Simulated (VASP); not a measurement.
# InAs (F-43m) in VASP: further runs, part 2 of 2

VASP 6.6.1. Earlier steps stand in the parts before.

### 5 Single point, PBE+D3(BJ)

INCAR reads:

```
PREC = Accurate ; ENCUT = 520
EDIFF = 1E-6 ; ISMEAR = -1
SIGMA = 0.02 ; LREAL = False
LASPH = True ; NELM = 100
ALGO = Normal ; ISIF = 2
LWAVE = False ; LCHARG = False
GGA = PE ; IVDW = 12
NBANDS = 16
```

KPOINTS reads:

```
regular mesh
0
Gamma
  6 6 6
```

POSCAR reads:

```
InAs
1.0
    0.0000000000      3.0545904655      3.0545904655
    3.0545904655      0.0000000000      3.0545904655
    3.0545904655      3.0545904655      0.0000000000
In As
1 1
Direct
    0.0000000000      0.0000000000      0.0000000000
    0.2500000000      0.2500000000      0.2500000000
```

Potentials or basis: VASP PAW PBE potentials, release 64 (In_d, As).

The run is started by

```sh
cat potpaw_PBE.64/In_d/POTCAR potpaw_PBE.64/As/POTCAR > POTCAR
mpirun -np 1 vasp_std > vasp.out
```

OUTCAR:

```text
PREC = Accurate
   ENCUT = 520
   EDIFF = 1E-6
   ISMEAR = -1
   LREAL = False
   LASPH = True
   NELM = 100
   ISIF = 2
   GGA = PE
   IVDW = 12
 IVDW          = 12

 ion  position               nearest neighbor table
   1  0.000  0.000  0.000-   2 2.65   2 2.65   2 2.65   2 2.65
   2  0.250  0.250  0.250-   1 2.65   1 2.65   1 2.65   1 2.65

  LATTYP: Found a face centered cubic cell.
 ALAT       =     6.1091809310

  Lattice vectors:

 A1 = (   0.0000000000,   3.0545904655,   3.0545904655)
 A2 = (   3.0545904655,   0.0000000000,   3.0545904655)
 A3 = (   3.0545904655,   3.0545904655,   0.0000000000)

Analysis of symmetry for initial positions (statically):
=====================================================================
 Subroutine PRICEL returns:
 Original cell was already a primitive cell.

 Routine SETGRP: Setting up the symmetry group for a
 face centered cubic supercell.

 Subroutine GETGRP returns: Found 24 space group operations
 (whereof 24 operations were pure point group operations)
 out of a pool of 48 trial point group operations.

The static configuration has the point symmetry T_d .

Analysis of symmetry for dynamics (positions and initial velocities):
=====================================================================
 Subroutine PRICEL returns:
 Original cell was already a primitive cell.

 Routine SETGRP: Setting up the symmetry group for a
 face centered cubic supercell.

 Subroutine GETGRP returns: Found 24 space group operations
 (whereof 24 operations were pure point group operations)
 out of a pool of 48 trial point group operations.

The dynamic configuration has the point symmetry T_d .

 Subroutine INISYM returns: Found 24 space group operations
 (whereof 24 operations are pure point group operations),
 and found     1 'primitive' translations

----------------------------------------------------------------------------------------

                                     Primitive cell

  volume of cell :      57.0019

  direct lattice vectors                    reciprocal lattice vectors
     0.000000000  3.054590466  3.054590466    -0.163688064  0.163688064  0.163688064
     3.054590466  0.000000000  3.054590466     0.163688064 -0.163688064  0.163688064
     3.054590466  3.054590466  0.000000000     0.163688064  0.163688064 -0.163688064

  length of vectors
     4.319843264  4.319843264  4.319843264     0.283516044  0.283516044  0.283516044

  position of ions in fractional coordinates (direct lattice)
     0.000000000  0.000000000  0.000000000
     0.250000000  0.250000000  0.250000000

  ion indices of the primitive-cell ions
   primitive index   ion index
                 1           1
                 2           2

----------------------------------------------------------------------------------------

 KPOINTS: regular mesh

Automatic generation of k-mesh.
 Grid dimensions read from file:
 generate k-points for:    6    6    6

 Generating k-lattice:

  Cartesian coordinates                     Fractional coordinates (reciprocal lattice)
    -0.027281344  0.027281344  0.027281344     0.166666667  0.000000000  0.000000000
     0.027281344 -0.027281344  0.027281344     0.000000000  0.166666667  0.000000000
     0.027281344  0.027281344 -0.027281344     0.000000000  0.000000000  0.166666667

  Length of vectors
     0.047252674  0.047252674  0.047252674

  Shift w.r.t. Gamma in fractional coordinates (k-lattice)
     0.000000000  0.000000000  0.000000000

 Subroutine IBZKPT returns following result:
 ===========================================

 Found     16 irreducible k-points:

 Following reciprocal coordinates:
            Coordinates               Weight
  0.000000  0.000000  0.000000      1.000000
  0.166667  0.000000  0.000000      8.000000
  0.333333  0.000000  0.000000      8.000000
  0.500000  0.000000  0.000000      4.000000
  0.166667  0.166667  0.000000      6.000000
  0.333333  0.166667  0.000000     24.000000
[... 8 lines left out ...]
 -0.333333  0.333333  0.166667     24.000000
 -0.333333  0.500000  0.166667     12.000000
   k-points           NKPTS =     16   k-points in BZ     NKDIM =     16   number of bands    NBANDS=     16
   number of dos      NEDOS =    301   number of ions     NIONS =      2
   total plane-waves  NPLWV =  32768
   dimension x,y,z NGX =    32 NGY =   32 NGZ =   32
   dimension x,y,z NGXF=    64 NGYF=   64 NGZF=   64
   ions per type =               1   1
   NGX,Y,Z   is equivalent  to a cutoff of  12.31, 12.31, 12.31 a.u.
   NGXF,Y,Z  is equivalent  to a cutoff of  24.63, 24.63, 24.63 a.u.
 SYSTEM =  unknown system
   PREC   = accura    normal or accurate (medium, high low for compatibility)
   ISTART =      0    job   : 0-new  1-cont  2-samecut
   ICHARG =      2    charge: 1-file 2-atom 10-const
   ISPIN  =      1    spin polarized calculation?
   LNONCOLLINEAR =      F non collinear calculations
   LSORBIT =      F    spin-orbit coupling
   LASPH  =      T    aspherical Exc in radial PAW
   ENCUT  =  520.0 eV  38.22 Ry    6.18 a.u.   8.03  8.03  8.03*2*pi/ulx,y,z
   NELM   =    100;   NELMIN=  2; NELMDL= -5     # of ELM steps
   EDIFF  = 0.1E-05   stopping-criterion for ELM
   LREAL  =      F    real-space projection
   EDIFFG = 0.1E-04   stopping-criterion for IOM
   NSW    =      0    number of steps for IOM
   IBRION =     -1    ionic relax: 0-MD 1-quasi-New 2-CG
   NFREE  =      0    steps in history (QN), initial steepest desc. (CG)
   ISIF   =      2    stress and relaxation
   ISYM   =      2    0-nonsym 1-usesym 2-fastsym
   POTIM  = 0.5000    time-step for ionic-motion
   TEBEG  =    0.0;   TEEND  =   0.0 temperature during run
   PSTRESS=    0.0 pullay stress
   NELECT =      18.0000    total number of electrons
   NUPDOWN=      -1.0000    fix difference up-down
   EMIN   =  10.00;   EMAX   =-10.00  energy-range for DOS
   EFERMI =   0.00;   METHOD = LEGACY
   ISMEAR =    -1;   SIGMA  =   0.02  broadening in eV -4-tet -1-fermi 0-gaus
   EFERMI_NEDOS =   21; number of points for ismear=-14 and -15
   IALGO  =     38    algorithm
   IMIX   =      4    mixing-type and parameters
     AMIX     =   0.40;   BMIX     =  1.00
     AMIX_MAG =   1.60;   BMIX_MAG =  1.00
  volume/ion in A,a.u.               =      28.50       192.33
  Fermi-wavevector in a.u.,A,eV,Ry     =   1.114815  2.106694 16.909480  1.242812
  Thomas-Fermi vector in A             =   2.251413
   LORBIT       =      0    0 simple, 1 ext, 2 COOP (PROOUT), +10 PAW based schemes
   GGA     = PE    functional components
   LHFCALC =     F    Hartree Fock is set to
   AEXX    =    0.0000 exact exchange contribution
   IVDW    =    12    specifies the selected vdW correction
   LEPSILON=     F    determine dielectric tensor
   LRPA    =     F    only Hartree local field effects (RPA)
 non-spin polarized calculation
  energy-cutoff  :      520.00
  volume of cell :       57.00
 maximum number of plane-waves:      1572
   NGX = 17   NGY = 17   NGZ = 17

 number of electron      17.9999996 magnetization

 Free energy of the ion-electron system (eV)
  ---------------------------------------------------
  ext. energy  EPLUGINS =         0.00000000
  ---------------------------------------------------
  free energy    TOTEN  =        -7.68730068 eV

  energy without entropy =       -7.68694705  energy(sigma->0) =       -7.68712386

 E-fermi :   4.2226     XC(G=0):  -8.9561

 val. band max:        4.2086910100   @ k =   0.0000   0.0000   0.0000
 cond. band min:       5.0964843070   @ k =   0.5000   0.0000   0.0000
 fundamental gap:      0.8877932969
 Fermi energy:         4.2225538816

 k-point     1 :       0.0000    0.0000    0.0000
  band No.  band energies     occupation
      1     -10.1301      2.00000
      2     -10.1301      2.00000
      3     -10.1301      2.00000
      4     -10.0169      2.00000
      5     -10.0169      2.00000
      6      -7.4584      2.00000
[... 8 lines left out ...]
     15      13.8067      0.00000
     16      13.8067      0.00000
[... 267 lines left out ...]
 k-point    16 :      -0.3333    0.5000    0.1667
  band No.  band energies     occupation
      1     -10.2770      2.00000
      2     -10.0781      2.00000
      3     -10.0623      2.00000
      4     -10.0362      2.00000
      5     -10.0046      2.00000
      6      -5.5387      2.00000
[... 8 lines left out ...]
     15      15.6674      0.00000
     16      15.9136      0.00000

------------------------ aborting loop because EDIFF is reached ----------------------------------------

 Edisp (eV)   -0.62466

 E8    (eV) :    -0.2894

  FORCE on cell =-STRESS in cart. coord.  units (eV):
  Direction    XX          YY          ZZ          XY          YZ          ZX
  --------------------------------------------------------------------------------------
  -------------------------------------------------------------------------------------
  Total       0.06260     0.06260     0.06260     0.00000    -0.00000    -0.00000
  in kB       1.75942     1.75942     1.75942     0.00000    -0.00000    -0.00000
  external pressure =        1.76 kB  Pullay stress =        0.00 kB

 VOLUME and BASIS-vectors are now :
 -----------------------------------------------------------------------------
  energy-cutoff  :      520.00
  volume of cell :       57.00
      direct lattice vectors                 reciprocal lattice vectors
     0.000000000  3.054590466  3.054590466    -0.163688064  0.163688064  0.163688064
     3.054590466  0.000000000  3.054590466     0.163688064 -0.163688064  0.163688064
     3.054590466  3.054590466  0.000000000     0.163688064  0.163688064 -0.163688064

 POSITION                                       TOTAL-FORCE (eV/Angst)
 -----------------------------------------------------------------------------------
      0.00000      0.00000      0.00000         0.000000      0.000000      0.000000
      1.52730      1.52730      1.52730        -0.000000     -0.000000     -0.000000
 -----------------------------------------------------------------------------------
    total drift:                               -0.000000     -0.000000     -0.000000

  FREE ENERGIE OF THE ION-ELECTRON SYSTEM (eV)
  ---------------------------------------------------
  free  energy   TOTEN  =        -8.3119570274 eV

  energy  without entropy=       -8.3116034005  energy(sigma->0) =       -8.31178021
```

OSZICAR:

```text
N       E                     dE             d eps       ncg     rms          rms(c)
DAV:   1     0.113144648156E+03    0.11314E+03   -0.79977E+03   512   0.116E+03
DAV:   2    -0.633173110089E+00   -0.11378E+03   -0.10944E+03   584   0.287E+02
DAV:   3    -0.776276627502E+01   -0.71296E+01   -0.71023E+01   616   0.718E+01
DAV:   4    -0.794943021071E+01   -0.18666E+00   -0.18649E+00   728   0.132E+01
DAV:   5    -0.795725614331E+01   -0.78259E-02   -0.78259E-02   672   0.213E+00    0.436E+00
DAV:   6    -0.770841092054E+01    0.24885E+00   -0.37490E-01   824   0.100E+01    0.239E+00
DAV:   7    -0.768515660898E+01    0.23254E-01   -0.11043E-01   688   0.286E+00    0.719E-01
DAV:   8    -0.768645696946E+01   -0.13004E-02   -0.12932E-02   672   0.126E+00    0.177E-01
DAV:   9    -0.768707428435E+01   -0.61731E-03   -0.93340E-04   624   0.258E-01    0.106E-01
DAV:  10    -0.768725020727E+01   -0.17592E-03   -0.19781E-04   640   0.194E-01    0.552E-02
DAV:  11    -0.768730046628E+01   -0.50259E-04   -0.10880E-04   552   0.113E-01    0.322E-02
DAV:  12    -0.768730067639E+01   -0.21012E-06   -0.50371E-06   616   0.267E-02
   1 F= -.83119570E+01 E0= -.83117802E+01  d E =-.353627E-03
```

stdout:

```text
POSCAR found type information on POSCAR InAs
 POSCAR found :  2 types and       2 ions
 scaLAPACK will be used
 LDA part: xc-table for (Slater+PW92), standard interpolation
 POSCAR, INCAR and KPOINTS ok, starting setup
 FFT: planning ... GRIDC
 FFT: planning ... GRID_SOFT
 FFT: planning ... GRID
 WAVECAR not read
 entering main loop
```

Wall time 6.9 s (1 thread of Intel Xeon 6975P-C (Granite Rapids), shared host); peak memory 0.18 GiB.

What came out:

```
Free energy                : -8.3120 eV
Pressure                   : 0.2 GPa
Band gap on the k mesh     : zero (filled and empty bands touch)
Dispersion energy per atom : -0.312 eV
```

Levels at points of the mesh, in eV from the Fermi level:
| k point | band 5 | band 6 | band 7 | band 8 | band 9 | band 10 | band 11 | band 12 | band 13 | band 14 |
| --- | --- | --- | --- | --- | --- | --- | --- | --- | --- | --- |
| (0.00, 0.00, 0.00) | -14.24 | -11.68 | -0.37 | -0.01 | -0.01 | -0.01 | 3.87 | 3.87 | 3.87 | 7.39 |
| (0.50, 0.00, 0.00) | -14.23 | -10.30 | -5.63 | -0.96 | -0.96 | 0.87 | 4.64 | 4.64 | 6.80 | 8.87 |
| (0.50, 0.50, 0.00) | -14.22 | -9.79 | -5.72 | -2.24 | -2.24 | 1.58 | 2.04 | 8.98 | 9.04 | 9.04 |

Caveat: semilocal functionals underestimate gaps, and a narrow one can read as zero; spin-orbit coupling is left out, which moves the levels of the heavy elements.

### 6 Single point, PBE

INCAR reads:

```
SYSTEM = InAs
PREC = Accurate
ENCUT = 520
EDIFF = 1E-6
ISMEAR = -1
SIGMA = 0.02
LREAL = .FALSE.
LASPH = .TRUE.
NELM = 100
ALGO = Normal
ISIF = 2
LWAVE = .FALSE.
LCHARG = .TRUE.
GGA = PE
LELF = .TRUE.
LVHAR = .TRUE.
NBANDS = 16
```

KPOINTS reads:

```
Automatic mesh
0
G
  6 6 6
  0 0 0
```

POSCAR is that of step 5.

Potentials or basis: VASP PAW PBE potentials, release 64 (In_d, As).

The run is started by

```sh
cat potpaw_PBE.64/In_d/POTCAR potpaw_PBE.64/As/POTCAR > POTCAR
mpirun -np 1 vasp_std > vasp.out
```

It took 7.5 s on 1 thread of Intel Xeon 6975P-C (Granite Rapids), shared host; peak memory 0.17 GiB.

It converged, with:

- Free energy: -7.6873 eV
- Pressure: 2.1 GPa
- Band gap on the k mesh: zero (filled and empty bands touch)

Levels at points of the mesh, in eV from the Fermi level:
| k point | band 5 | band 6 | band 7 | band 8 | band 9 | band 10 | band 11 | band 12 | band 13 | band 14 |
| --- | --- | --- | --- | --- | --- | --- | --- | --- | --- | --- |
| (0.00, 0.00, 0.00) | -14.24 | -11.68 | -0.37 | -0.01 | -0.01 | -0.01 | 3.87 | 3.87 | 3.87 | 7.39 |
| (0.50, 0.00, 0.00) | -14.23 | -10.30 | -5.63 | -0.96 | -0.96 | 0.87 | 4.64 | 4.64 | 6.80 | 8.87 |
| (0.50, 0.50, 0.00) | -14.22 | -9.79 | -5.72 | -2.24 | -2.24 | 1.58 | 2.04 | 8.98 | 9.04 | 9.04 |

Caveat: semilocal functionals underestimate gaps, and a narrow one can read as zero; spin-orbit coupling is left out, which moves the levels of the heavy elements.

### 7 Summary

| level | k mesh | smearing | gap on the mesh (eV) | pressure (GPa) |
| --- | --- | --- | --- | --- |
| PBE | 2 × 2 × 2 | fermi-dirac 0.02 eV | none | 9.3 |
| PBE | 6 × 6 × 6 | fermi-dirac 0.02 eV | none | 2.1 |
| PBE | 6 × 6 × 6 | gaussian 0.001 eV | none | 2.1 |
| PBE+D3(BJ) | 6 × 6 × 6 | fermi-dirac 0.02 eV | none | 0.2 |

Alike in all rows: task single point; potentials or basis VASP PAW PBE potentials, release 64 (In_d, As); no spin polarisation; cell as given; cutoff (eV) 520.

Caveats: some runs use coarse meshes; semilocal functionals underestimate gaps, and a narrow one can read as zero; spin-orbit coupling is left out, which moves the levels of the heavy elements.

Total energies depend on the potentials used, so only differences within one code and one set of settings carry meaning.

The gap in the log of VASP goes by the Fermi energy; the results here count the filled bands.